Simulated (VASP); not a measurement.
# Si2Br (P4_2/mmc) in VASP: single point with PBE

Aim: the single point of Si2Br with PBE.

Everything below comes from runs of VASP 6.6.1. Logs are shortened: lines on timing, memory, paths and dates and some standing lists are left out, and cuts for length are marked.

## (1) The cell of the first run

It takes space group P4_2/mmc (No. 131, tetragonal). The conventional cell has a = 3.439 Å, b = 3.439 Å, c = 12.880 Å, α = 90.00°, β = 90.00°, γ = 90.00°. Within 3.0 Å of Si (site symmetry 2mm) lie 2 Br at 2.26 Å. Within 3.0 Å of Br (site symmetry -4m2) lie 4 Si at 2.26 Å.

The cell was built from a structure type or drawn by symmetry, and may not be a known phase.

## (2) Single point, PBE

The input, INCAR:

```
PREC = Accurate
ENCUT = 520
EDIFF = 1E-6
ISMEAR = 0
SIGMA = 0.1
LREAL = False
LASPH = True
NELM = 80
ALGO = Normal
ISIF = 2
LWAVE = False
LCHARG = True
GGA = PE
LELF = True
LVHAR = True
NBANDS = 24
```

The input, KPOINTS:

```
Automatic mesh
0
Gamma
  6 6 2
```

The input, POSCAR:

```
Si2Br
1.0
    3.4385290600      0.0000000000      0.0000000000
    0.0000000000      3.4385290600      0.0000000000
    0.0000000000      0.0000000000     12.8803798200
Si Br
4 2
Direct
    0.0000000000      0.5000000000      0.8641184600
    0.5000000000      0.0000000000      0.3641184600
    0.5000000000      0.0000000000      0.6358815400
    0.0000000000      0.5000000000      0.1358815400
    0.0000000000      0.0000000000      0.7500000000
    0.0000000000      0.0000000000      0.2500000000
```

Potentials or basis: VASP PAW PBE potentials, release 64 (Si, Br).

On the command line:

```sh
$ cat potpaw_PBE.64/Si/POTCAR potpaw_PBE.64/Br/POTCAR > POTCAR
$ mpirun -np 1 vasp_std > vasp.out
```

OUTCAR:

```text
PREC = Accurate
   ENCUT = 520
   EDIFF = 1E-6
   ISMEAR = 0
   LREAL = False
   LASPH = True
   NELM = 80
   ISIF = 2
   GGA = PE

 ion  position               nearest neighbor table
   1  0.000  0.500  0.864-   5 2.26   5 2.26
   2  0.500  0.000  0.364-   6 2.26   6 2.26
   3  0.500  0.000  0.636-   5 2.26   5 2.26
   4  0.000  0.500  0.136-   6 2.26   6 2.26
   5  0.000  0.000  0.750-   1 2.26   3 2.26   1 2.26   3 2.26
   6  0.000  0.000  0.250-   2 2.26   4 2.26   4 2.26   2 2.26

  LATTYP: Found a simple tetragonal cell.
 ALAT       =     3.4385290600
 C/A-ratio  =     3.7458982010

  Lattice vectors:

 A1 = (   3.4385290600,   0.0000000000,   0.0000000000)
 A2 = (   0.0000000000,   3.4385290600,   0.0000000000)
 A3 = (   0.0000000000,   0.0000000000,  12.8803798200)

Analysis of symmetry for initial positions (statically):
=====================================================================
 Subroutine PRICEL returns:
 Original cell was already a primitive cell.

 Routine SETGRP: Setting up the symmetry group for a
 simple tetragonal supercell.

 Subroutine GETGRP returns: Found 16 space group operations
 (whereof  8 operations were pure point group operations)
 out of a pool of 16 trial point group operations.

The static configuration has the point symmetry D_2h.
 The point group associated with its full space group is D_4h.

Analysis of symmetry for dynamics (positions and initial velocities):
=====================================================================
 Subroutine PRICEL returns:
 Original cell was already a primitive cell.

 Routine SETGRP: Setting up the symmetry group for a
 simple tetragonal supercell.

 Subroutine GETGRP returns: Found 16 space group operations
 (whereof  8 operations were pure point group operations)
 out of a pool of 16 trial point group operations.

The dynamic configuration has the point symmetry D_2h.
 The point group associated with its full space group is D_4h.

 Subroutine INISYM returns: Found 16 space group operations
 (whereof  8 operations are pure point group operations),
 and found     1 'primitive' translations

----------------------------------------------------------------------------------------

                                     Primitive cell

  volume of cell :     152.2909

  direct lattice vectors                    reciprocal lattice vectors
     3.438529060  0.000000000  0.000000000     0.290822030  0.000000000  0.000000000
     0.000000000  3.438529060  0.000000000     0.000000000  0.290822030  0.000000000
     0.000000000  0.000000000 12.880379820     0.000000000  0.000000000  0.077637462

  length of vectors
     3.438529060  3.438529060 12.880379820     0.290822030  0.290822030  0.077637462

  position of ions in fractional coordinates (direct lattice)
     0.000000000  0.500000000  0.864118460
     0.500000000  0.000000000  0.364118460
     0.500000000  0.000000000  0.635881540
     0.000000000  0.500000000  0.135881540
     0.000000000  0.000000000  0.750000000
     0.000000000  0.000000000  0.250000000

  ion indices of the primitive-cell ions
   primitive index   ion index
                 1           1
                 2           2
                 3           3
                 4           4
                 5           5
                 6           6

----------------------------------------------------------------------------------------

 KPOINTS: Automatic mesh

Automatic generation of k-mesh.
 Grid dimensions read from file:
 generate k-points for:    6    6    2

 Generating k-lattice:

  Cartesian coordinates                     Fractional coordinates (reciprocal lattice)
     0.048470338  0.000000000  0.000000000     0.166666667  0.000000000  0.000000000
     0.000000000  0.048470338  0.000000000     0.000000000  0.166666667  0.000000000
     0.000000000  0.000000000  0.038818731     0.000000000  0.000000000  0.500000000

  Length of vectors
     0.048470338  0.048470338  0.038818731

  Shift w.r.t. Gamma in fractional coordinates (k-lattice)
     0.000000000  0.000000000  0.000000000

 Subroutine IBZKPT returns following result:
 ===========================================

 Found     20 irreducible k-points:

 Following reciprocal coordinates:
            Coordinates               Weight
  0.000000  0.000000  0.000000      1.000000
  0.166667  0.000000  0.000000      4.000000
  0.333333  0.000000  0.000000      4.000000
  0.500000  0.000000  0.000000      2.000000
  0.166667  0.166667  0.000000      4.000000
  0.333333  0.166667  0.000000      8.000000
[... 12 lines left out ...]
  0.500000  0.333333  0.500000      4.000000
  0.500000  0.500000  0.500000      1.000000
   k-points           NKPTS =     20   k-points in BZ     NKDIM =     20   number of bands    NBANDS=     24
   number of dos      NEDOS =    301   number of ions     NIONS =      6
   total plane-waves  NPLWV =  75264
   dimension x,y,z NGX =    28 NGY =   28 NGZ =   96
   dimension x,y,z NGXF=    56 NGYF=   56 NGZF=  192
   ions per type =               4   2
   NGX,Y,Z   is equivalent  to a cutoff of  13.54, 13.54, 12.39 a.u.
   NGXF,Y,Z  is equivalent  to a cutoff of  27.07, 27.07, 24.78 a.u.
 SYSTEM =  unknown system
   PREC   = accura    normal or accurate (medium, high low for compatibility)
   ISTART =      0    job   : 0-new  1-cont  2-samecut
   ICHARG =      2    charge: 1-file 2-atom 10-const
   ISPIN  =      1    spin polarized calculation?
   LNONCOLLINEAR =      F non collinear calculations
   LSORBIT =      F    spin-orbit coupling
   LASPH  =      T    aspherical Exc in radial PAW
   ENCUT  =  520.0 eV  38.22 Ry    6.18 a.u.   6.39  6.39 23.95*2*pi/ulx,y,z
   NELM   =     80;   NELMIN=  2; NELMDL= -5     # of ELM steps
   EDIFF  = 0.1E-05   stopping-criterion for ELM
   LREAL  =      F    real-space projection
[... 7 lines left out ...]
   TEBEG  =    0.0;   TEEND  =   0.0 temperature during run
   PSTRESS=    0.0 pullay stress
   NELECT =      30.0000    total number of electrons
   NUPDOWN=      -1.0000    fix difference up-down
   EMIN   =  10.00;   EMAX   =-10.00  energy-range for DOS
   EFERMI =   0.00;   METHOD = LEGACY
   ISMEAR =     0;   SIGMA  =   0.10  broadening in eV -4-tet -1-fermi 0-gaus
   EFERMI_NEDOS =   21; number of points for ismear=-14 and -15
   IALGO  =     38    algorithm
   IMIX   =      4    mixing-type and parameters
     AMIX     =   0.40;   BMIX     =  1.00
     AMIX_MAG =   1.60;   BMIX_MAG =  1.00
  volume/ion in A,a.u.               =      25.38       171.28
  Fermi-wavevector in a.u.,A,eV,Ry     =   0.952556  1.800070 12.345425  0.907363
  Thomas-Fermi vector in A             =   2.081130
   LORBIT       =      0    0 simple, 1 ext, 2 COOP (PROOUT), +10 PAW based schemes
   GGA     = PE    functional components
   LHFCALC =     F    Hartree Fock is set to
   AEXX    =    0.0000 exact exchange contribution
   IVDW    =     0    specifies the selected vdW correction
   LEPSILON=     F    determine dielectric tensor
   LRPA    =     F    only Hartree local field effects (RPA)
 non-spin polarized calculation
 Gauss-broadening in eV      SIGMA  =   0.10
  energy-cutoff  :      520.00
  volume of cell :      152.29
 maximum number of plane-waves:      4144
 NGX is ok and might be reduce to    28
   NGX = 13   NGY = 13   NGZ = 47

 number of electron      29.9999999 magnetization

 Free energy of the ion-electron system (eV)
  ---------------------------------------------------
  ext. energy  EPLUGINS =         0.00000000
  ---------------------------------------------------
  free energy    TOTEN  =       -12.89843962 eV

  energy without entropy =      -12.87394901  energy(sigma->0) =      -12.88619432

 E-fermi :   4.7741     XC(G=0):  -8.7108

 val. band max:        4.7458803629   @ k =   0.5000   0.3333   0.0000
 cond. band min:       4.8049025612   @ k =   0.5000   0.5000   0.5000
 fundamental gap:      0.0590221984
 Fermi energy:         4.7741331382

 k-point     1 :       0.0000    0.0000    0.0000
  band No.  band energies     occupation
      1     -15.8731      2.00000
      2     -15.8711      2.00000
      3      -6.7195      2.00000
      4      -6.5906      2.00000
      5      -2.4793      2.00000
      6      -2.4793      2.00000
[... 16 lines left out ...]
     23       8.9325      0.00000
     24       8.9325      0.00000

 k-point     2 :       0.1667    0.0000    0.0000
  band No.  band energies     occupation
      1     -15.7405      2.00000
      2     -15.7386      2.00000
      3      -6.5529      2.00000
      4      -6.4334      2.00000
      5      -3.9573      2.00000
      6      -3.8903      2.00000
[... 16 lines left out ...]
     23       8.7485      0.00000
     24       9.1997      0.00000

 k-point     3 :       0.3333    0.0000    0.0000
  band No.  band energies     occupation
      1     -15.4478      2.00000
      2     -15.4463      2.00000
      3      -6.3732      2.00000
      4      -6.3039      2.00000
      5      -5.3662      2.00000
      6      -5.2985      2.00000
[... 16 lines left out ...]
     23       8.3851      0.00000
     24       9.0031      0.00000

 k-point     4 :       0.5000    0.0000    0.0000
  band No.  band energies     occupation
      1     -15.2843      2.00000
      2     -15.2831      2.00000
      3      -6.6879      2.00000
      4      -6.6539      2.00000
      5      -5.4456      2.00000
      6      -5.3648      2.00000
[... 16 lines left out ...]
     23       7.9648      0.00000
     24       9.2631      0.00000

 k-point     5 :       0.1667    0.1667    0.0000
  band No.  band energies     occupation
      1     -15.6087      2.00000
      2     -15.6070      2.00000
      3      -6.3893      2.00000
      4      -6.2784      2.00000
      5      -4.1241      2.00000
      6      -4.0494      2.00000
[... 16 lines left out ...]
     23       7.8239      0.00000
     24       8.7628      0.00000

 k-point     6 :       0.3333    0.1667    0.0000
  band No.  band energies     occupation
      1     -15.3181      2.00000
      2     -15.3167      2.00000
      3      -6.2123      2.00000
      4      -6.1469      2.00000
      5      -5.2811      2.00000
      6      -5.2191      2.00000
[... 16 lines left out ...]
     23       8.2955      0.00000
     24       9.1520      0.00000
[... 271 lines left out ...]
 k-point    17 :       0.5000    0.1667    0.5000
  band No.  band energies     occupation
      1     -15.1556      2.00000
      2     -15.1551      2.00000
      3      -6.5314      2.00000
      4      -6.5012      2.00000
      5      -5.3409      2.00000
      6      -5.2885      2.00000
[... 16 lines left out ...]
     23       7.9344      0.00000
     24       8.6458      0.00000

 k-point    18 :       0.3333    0.3333    0.5000
  band No.  band energies     occupation
      1     -15.0320      2.00000
      2     -15.0320      2.00000
      3      -5.8891      2.00000
      4      -5.8891      2.00000
      5      -5.5046      2.00000
      6      -5.5046      2.00000
[... 16 lines left out ...]
     23       8.8054      0.00000
     24       8.8054      0.00000

 k-point    19 :       0.5000    0.3333    0.5000
  band No.  band energies     occupation
      1     -14.8733      2.00000
      2     -14.8731      2.00000
      3      -6.1811      2.00000
      4      -6.1542      2.00000
      5      -5.5374      2.00000
      6      -5.5005      2.00000
[... 16 lines left out ...]
     23       8.5302      0.00000
     24       8.7673      0.00000

 k-point    20 :       0.5000    0.5000    0.5000
  band No.  band energies     occupation
      1     -14.7163      2.00000
      2     -14.7163      2.00000
      3      -5.9795      2.00000
      4      -5.9795      2.00000
      5      -5.9549      2.00000
      6      -5.9549      2.00000
[... 16 lines left out ...]
     23       8.4028      0.00000
     24       8.4029      0.00000

------------------------ aborting loop because EDIFF is reached ----------------------------------------

  FORCE on cell =-STRESS in cart. coord.  units (eV):
  Direction    XX          YY          ZZ          XY          YZ          ZX
  --------------------------------------------------------------------------------------
  -------------------------------------------------------------------------------------
  Total       10.3773967     10.3773967     24.1025353     -0.0000000      0.0000000      0.0000000
  in kB      109.1754355    109.1754355    253.5708004     -0.0000000      0.0000000      0.0000000
  external PRESSURE =     157.3072238 kB  Pullay stress =       0.0000000 kB

 VOLUME and BASIS-vectors are now :
 -----------------------------------------------------------------------------
  energy-cutoff  :      520.00
  volume of cell :      152.29
      direct lattice vectors                 reciprocal lattice vectors
     3.438529060  0.000000000  0.000000000     0.290822030  0.000000000  0.000000000
     0.000000000  3.438529060  0.000000000     0.000000000  0.290822030  0.000000000
     0.000000000  0.000000000 12.880379820     0.000000000  0.000000000  0.077637462

 POSITION                                       TOTAL-FORCE (eV/Angst)
 -----------------------------------------------------------------------------------
      0.00000      1.71926     11.13017        -0.000000      0.000000      4.581937
      1.71926      0.00000      4.68998         0.000000     -0.000000      4.581937
      1.71926      0.00000      8.19040         0.000000     -0.000000     -4.581937
      0.00000      1.71926      1.75021         0.000000      0.000000     -4.581937
      0.00000      0.00000      9.66028         0.000000      0.000000      0.000000
      0.00000      0.00000      3.22009        -0.000000      0.000000      0.000000
 -----------------------------------------------------------------------------------
    total drift:                               -0.000000     -0.000000      0.000000

  FREE ENERGIE OF THE ION-ELECTRON SYSTEM (eV)
  ---------------------------------------------------
  free  energy   TOTEN  =       -12.8984396219 eV

  energy  without entropy=      -12.8739490116  energy(sigma->0) =      -12.88619432
```

It took 1.8 min on 1 thread of AMD EPYC 7R13, shared host; peak memory 0.24 GiB.

What came out:

| Property | Result |
| --- | --- |
| Free energy | -12.8984 eV |
| Pressure | 15.7 GPa |
| Largest force | 4.582 eV/Å |
| Band gap on the k mesh | zero (bands 15 and 16 overlap by 1.46 eV) |

Forces on the atoms (eV/Å):
```
Si   0.000  0.000  4.582
Si   0.000  0.000  4.582
Si   0.000  0.000 -4.582
Si   0.000  0.000 -4.582
Br   0.000  0.000  0.000
Br   0.000  0.000  0.000
```

Caveat: the cell stands under pressure; forces of over 1 eV/Å act on the atoms, so gaps and moduli don't describe the material at rest.
